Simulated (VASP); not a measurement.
# Pd in VASP: notebook

Runs on Pd. Level: LDA. Tasks: single point.

Everything below comes from runs of VASP 6.6.1. Logs are shortened: lines on timing, memory, paths and dates and some standing lists are left out, and cuts for length are marked.

## 1. The cell of the first run

It takes space group I4/mmm (No. 139, tetragonal). The conventional cell has a = 2.648 Å, b = 2.648 Å, c = 3.954 Å, α = 90.00°, β = 90.00°, γ = 90.00°. Pd (site symmetry 4/mmm) has 12 Pd at 2.65 to 2.72 Å within 3.5 Å.

## 2. Single point, LDA

Input file INCAR:

```
SYSTEM = Pd
PREC = Accurate
ENCUT = 520
EDIFF = 1E-6
ISMEAR = 0
SIGMA = 0.1
LREAL = .False.
LASPH = .True.
NELM = 80
ALGO = Fast
ISIF = 2
LWAVE = .False.
LCHARG = .False.
GGA = CA
ISYM = 0
NBANDS = 17
```

Input file KPOINTS:

```
regular mesh
0
Gamma
  9 9 17
  0 0 0
```

Input file POSCAR:

```
Pd
1.0
    3.7454370421      0.0000000000      0.0000000000
    0.0000000000      3.7454370421      0.0000000000
   -1.8727185211      0.0000000000      1.9772305116
Pd
2
Direct
    0.0000000000      0.0000000000      0.0000000000
    0.5000000000      0.5000000000      0.0000000000
```

Potentials or basis: VASP PAW LDA potentials, release 64 (Pd).

Run with:

```sh
cat potpaw_LDA.64/Pd/POTCAR > POTCAR
mpirun -np 1 vasp_std > vasp.out
```

OUTCAR:

```text
SYSTEM = Pd
   PREC = Accurate
   ENCUT = 520
   EDIFF = 1E-6
   ISMEAR = 0
   LREAL = .False.
   LASPH = .True.
   NELM = 80
   ISIF = 2
   GGA = CA
   ISYM = 0

 ion  position               nearest neighbor table
   1  0.000  0.000  0.000-   2 2.65   2 2.65   2 2.65   2 2.65   2 2.72   2 2.72   2 2.72   2 2.72

   2  0.500  0.500  0.000-   1 2.65   1 2.65   1 2.65   1 2.65   1 2.72   1 2.72   1 2.72   1 2.72

IMPORTANT INFORMATION: All symmetrisations will be switched off!
NOSYMM: (Re-)initialisation of all symmetry stuff for point group C_1.

----------------------------------------------------------------------------------------

                                     Primitive cell

  volume of cell :      27.7372

  direct lattice vectors                    reciprocal lattice vectors
     3.745437042  0.000000000  0.000000000     0.266991539  0.000000000  0.252878962
     0.000000000  3.745437042  0.000000000     0.000000000  0.266991539  0.000000000
    -1.872718521  0.000000000  1.977230512     0.000000000  0.000000000  0.505757925

  length of vectors
     3.745437042  3.745437042  2.723327956     0.367739380  0.266991539  0.505757925

  position of ions in fractional coordinates (direct lattice)
     0.000000000  0.000000000  0.000000000
     0.500000000  0.500000000  0.000000000

  ion indices of the primitive-cell ions
   primitive index   ion index
                 1           1
                 2           2

----------------------------------------------------------------------------------------

 KPOINTS: regular mesh

Automatic generation of k-mesh.
 Grid dimensions read from file:
 generate k-points for:    9    9   17

 Generating k-lattice:

  Cartesian coordinates                     Fractional coordinates (reciprocal lattice)
     0.029665727  0.000000000  0.028097662     0.111111111  0.000000000 -0.000000000
     0.000000000  0.029665727  0.000000000     0.000000000  0.111111111  0.000000000
     0.000000000  0.000000000  0.029750466     0.000000000  0.000000000  0.058823529

  Length of vectors
     0.040859931  0.029665727  0.029750466

  Shift w.r.t. Gamma in fractional coordinates (k-lattice)
     0.000000000  0.000000000  0.000000000

 -----------------------------------------------------------------------------
|                                                                             |
|           W    W    AA    RRRRR   N    N  II  N    N   GGGG   !!!           |
|           W    W   A  A   R    R  NN   N  II  NN   N  G    G  !!!           |
|           W    W  A    A  R    R  N N  N  II  N N  N  G       !!!           |
|           W WW W  AAAAAA  RRRRR   N  N N  II  N  N N  G  GGG   !            |
|           WW  WW  A    A  R   R   N   NN  II  N   NN  G    G                |
|           W    W  A    A  R    R  N    N  II  N    N   GGGG   !!!           |
|                                                                             |
|     Your reciprocal lattice and k-lattice belong to different lattice       |
|     classes:                                                                |
|                                                                             |
|        The reciprocal lattice is base centered orthorhombic,                |
|        whereas your k-lattice is simple monoclinic.                         |
|                                                                             |
|     Results are often still useful ...                                      |
|                                                                             |
 -----------------------------------------------------------------------------

 WARNING: IBZKPT: internal override: KBLOWUP is changed to .FALSE.
      ... skipping the blow-up phase ...

 Subroutine IBZKPT returns following result:
 ===========================================

 Found    689 irreducible k-points:

 Following reciprocal coordinates:
            Coordinates               Weight
  0.000000  0.000000  0.000000      1.000000
  0.111111  0.000000  0.000000      2.000000
  0.222222  0.000000  0.000000      2.000000
  0.333333  0.000000  0.000000      2.000000
  0.444444  0.000000  0.000000      2.000000
  0.000000  0.111111  0.000000      2.000000
[... 16 lines left out ...]
 -0.111111  0.222222 -0.000000      2.000000
  0.000000  0.333333  0.000000      2.000000
 [... further k-points ...]
   k-points           NKPTS =    689   k-points in BZ     NKDIM =    689   number of bands    NBANDS=     17
   number of dos      NEDOS =    301   number of ions     NIONS =      2
   total plane-waves  NPLWV =  15680
   dimension x,y,z NGX =    28 NGY =   28 NGZ =   20
   dimension x,y,z NGXF=    56 NGYF=   56 NGZF=   40
   ions per type =               2
   NGX,Y,Z   is equivalent  to a cutoff of  12.43, 12.43, 12.21 a.u.
   NGXF,Y,Z  is equivalent  to a cutoff of  24.86, 24.86, 24.42 a.u.
 SYSTEM =  Pd
   PREC   = accura    normal or accurate (medium, high low for compatibility)
   ISTART =      0    job   : 0-new  1-cont  2-samecut
   ICHARG =      2    charge: 1-file 2-atom 10-const
   ISPIN  =      1    spin polarized calculation?
   LNONCOLLINEAR =      F non collinear calculations
   LSORBIT =      F    spin-orbit coupling
   LASPH  =      T    aspherical Exc in radial PAW
   ENCUT  =  520.0 eV  38.22 Ry    6.18 a.u.   6.96  6.96  5.06*2*pi/ulx,y,z
   NELM   =     80;   NELMIN=  2; NELMDL= -5     # of ELM steps
   EDIFF  = 0.1E-05   stopping-criterion for ELM
   LREAL  =      F    real-space projection
   EDIFFG = 0.1E-04   stopping-criterion for IOM
   NSW    =      0    number of steps for IOM
   IBRION =     -1    ionic relax: 0-MD 1-quasi-New 2-CG
   NFREE  =      0    steps in history (QN), initial steepest desc. (CG)
   ISIF   =      2    stress and relaxation
   ISYM   =      0    0-nonsym 1-usesym 2-fastsym
   POTIM  = 0.5000    time-step for ionic-motion
   TEBEG  =    0.0;   TEEND  =   0.0 temperature during run
   PSTRESS=    0.0 pullay stress
   NELECT =      20.0000    total number of electrons
   NUPDOWN=      -1.0000    fix difference up-down
   EMIN   =  10.00;   EMAX   =-10.00  energy-range for DOS
   EFERMI =   0.00;   METHOD = LEGACY
   ISMEAR =     0;   SIGMA  =   0.10  broadening in eV -4-tet -1-fermi 0-gaus
   EFERMI_NEDOS =   21; number of points for ismear=-14 and -15
   IALGO  =     68    algorithm
   IMIX   =      4    mixing-type and parameters
     AMIX     =   0.40;   BMIX     =  1.00
     AMIX_MAG =   1.60;   BMIX_MAG =  1.00
  volume/ion in A,a.u.               =      13.87        93.59
  Fermi-wavevector in a.u.,A,eV,Ry     =   1.468016  2.774148 29.321512  2.155070
  Thomas-Fermi vector in A             =   2.583564
   LORBIT       =      0    0 simple, 1 ext, 2 COOP (PROOUT), +10 PAW based schemes
   GGA     = CA    functional components
   LHFCALC =     F    Hartree Fock is set to
   AEXX    =    0.0000 exact exchange contribution
   IVDW    =     0    specifies the selected vdW correction
   LEPSILON=     F    determine dielectric tensor
   LRPA    =     F    only Hartree local field effects (RPA)
 non-spin polarized calculation
 RMM-DIIS sequential band-by-band and
 Gauss-broadening in eV      SIGMA  =   0.10
  energy-cutoff  :      520.00
  volume of cell :       27.74
 maximum number of plane-waves:       765
   NGX = 13   NGY = 13   NGZ = 11

 number of electron      19.9999995 magnetization

 Free energy of the ion-electron system (eV)
  ---------------------------------------------------
  ext. energy  EPLUGINS =         0.00000000
  ---------------------------------------------------
  free energy    TOTEN  =       -12.97986262 eV

  energy without entropy =      -12.95812753  energy(sigma->0) =      -12.96899507

 E-fermi :  10.6727     XC(G=0): -13.8966

 val. band max:       10.6716744770   @ k =   0.2222  -0.1111   0.2353
 cond. band min:      10.6756432068   @ k =   0.4444   0.3333   0.1176
 fundamental gap:      0.0039687298
 Fermi energy:        10.6726692298

 k-point     1 :       0.0000    0.0000    0.0000
  band No.  band energies     occupation
      1       2.9605      2.00000
      2       4.7031      2.00000
      3       5.0337      2.00000
      4       7.1464      2.00000
      5       7.7234      2.00000
      6       7.7248      2.00000
[... 9 lines left out ...]
     16      27.8717      0.00000
     17      31.9760      0.00000

 k-point     2 :       0.1111    0.0000    0.0000
  band No.  band energies     occupation
      1       3.2688      2.00000
      2       4.8912      2.00000
      3       5.2287      2.00000
      4       7.1353      2.00000
      5       7.7200      2.00000
      6       7.8487      2.00000
[... 9 lines left out ...]
     16      28.2365      0.00000
     17      31.1764      0.00000

 k-point     3 :       0.2222    0.0000    0.0000
  band No.  band energies     occupation
      1       4.1138      2.00000
      2       5.3103      2.00000
      3       5.8322      2.00000
      4       6.9925      2.00000
      5       7.8936      2.00000
      6       8.0219      2.00000
[... 9 lines left out ...]
     16      28.8589      0.00000
     17      29.0603      0.00000

 k-point     4 :       0.3333    0.0000    0.0000
  band No.  band energies     occupation
      1       5.2374      2.00000
      2       5.8436      2.00000
      3       6.5762      2.00000
      4       6.8052      2.00000
      5       7.8095      2.00000
      6       7.8573      2.00000
[... 9 lines left out ...]
     16      28.0629      0.00000
     17      28.4308      0.00000
[... 343 lines left out ...]
      1       4.4917      2.00000
      2       5.4927      2.00000
      3       6.1233      2.00000
      4       7.2886      2.00000
      5       7.6442      2.00000
      6       8.1081      2.00000
[... 9 lines left out ...]
     16      26.9750      0.00000
     17      29.1516      0.00000

 k-point    23 :      -0.1111    0.2222   -0.0000
  band No.  band energies     occupation
      1       3.8661      2.00000
      2       5.1982      2.00000
      3       5.4871      2.00000
      4       7.2381      2.00000
      5       7.6056      2.00000
      6       8.0175      2.00000
[... 9 lines left out ...]
     16      28.6026      0.00000
     17      29.6215      0.00000

 k-point    24 :       0.0000    0.3333    0.0000
  band No.  band energies     occupation
      1       4.3112      2.00000
      2       5.3027      2.00000
      3       5.6091      2.00000
      4       6.9365      2.00000
      5       7.9063      2.00000
      6       8.2840      2.00000
[... 9 lines left out ...]
     16      29.4067      0.00000
     17      30.6339      0.00000

 [... further k-points ...]

------------------------ aborting loop because EDIFF is reached ----------------------------------------

  FORCE on cell =-STRESS in cart. coord.  units (eV):
  Direction    XX          YY          ZZ          XY          YZ          ZX
  --------------------------------------------------------------------------------------
  -------------------------------------------------------------------------------------
  Total        1.1927158      1.1810791      0.2994776      0.0000094     -0.0000103     -0.0258710
  in kB       68.8946120     68.2224443     17.2986636      0.0005458     -0.0005966     -1.4943804
  external PRESSURE =      51.4719066 kB  Pullay stress =       0.0000000 kB

 VOLUME and BASIS-vectors are now :
 -----------------------------------------------------------------------------
  energy-cutoff  :      520.00
  volume of cell :       27.74
      direct lattice vectors                 reciprocal lattice vectors
     3.745437042  0.000000000  0.000000000     0.266991539  0.000000000  0.252878962
     0.000000000  3.745437042  0.000000000     0.000000000  0.266991539  0.000000000
    -1.872718521  0.000000000  1.977230512     0.000000000  0.000000000  0.505757925

 POSITION                                       TOTAL-FORCE (eV/Angst)
 -----------------------------------------------------------------------------------
      0.00000      0.00000      0.00000         0.000000     -0.000001     -0.000000
      1.87272      1.87272      0.00000        -0.000000      0.000001      0.000000
 -----------------------------------------------------------------------------------
    total drift:                               -0.000000      0.000001      0.000000

  FREE ENERGIE OF THE ION-ELECTRON SYSTEM (eV)
  ---------------------------------------------------
  free  energy   TOTEN  =       -12.9798626164 eV

  energy  without entropy=      -12.9581275321  energy(sigma->0) =      -12.96899507
```

Run time: 4.6 min. Hardware: 1 thread of Intel Xeon Platinum 8259CL at 2.50GHz (Skylake/Cascade Lake), shared host; peak memory 0.35 GiB.

What came out:

* Free energy: -12.9799 eV
* Pressure: 5.1 GPa
* Band gap on the k mesh: zero (bands 10 and 11 overlap by 1.52 eV)

Stress tensor (GPa, compression positive):
```
 6.89  0.00 -0.15
 0.00  6.82  0.00
-0.15  0.00  1.73
```

Caveat: the cell stands under pressure.

(Continued in part 2 of 2.)
